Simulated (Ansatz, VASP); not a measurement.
# O: VASP beside Ansatz

```
O
1.0
     3.90724    0.00000   -0.05199
     0.00000    3.89169    0.00000
    -1.02904    0.00000    2.83806
O
4
Direct
  0.33544 0.68869 0.67461
  0.66456 0.68869 0.82539
  0.66456 0.31131 0.32539
  0.33544 0.31131 0.17461
```

Change from the starting cell: epitaxial_xy strain -3.3%.

Alike in both runs: task single point; functional r2SCAN; k mesh 8 × 6 × 10; no spin polarisation.

```csv
,VASP,Ansatz
version,VASP 6.6.1,Ansatz 0.2.0
potentials or method,"VASP PAW PBE potentials, release 64 (O)","plane waves, PAW"
plane-wave cutoff (eV),520,500
occupations,"gaussian, width 0.01 eV",fixed
valence electrons in the cell,24,24
```

|  | VASP | Ansatz | Ansatz less VASP |
| --- | --- | --- | --- |
| gap on the k mesh at the Fermi level (eV) | 0.79 | 0.79 | +0.001 |
| pressure (GPa) | 5.9 | 1.8 | -4.12 |
| traceless stress, the component that is largest in VASP (GPa) | 7.78 | 0.40 | -7.386 |
| rms of the force components (eV/Å) | 0.843 | 0.039 | -0.8039 |

VASP's potentials were made for PBE, not for r2SCAN. Atom by atom the forces differ by 0.881 eV/Å (rms over components).

Noted on VASP's run: the standard files for N, O and F lose accuracy on very short bonds; spin is off for a triplet molecule.
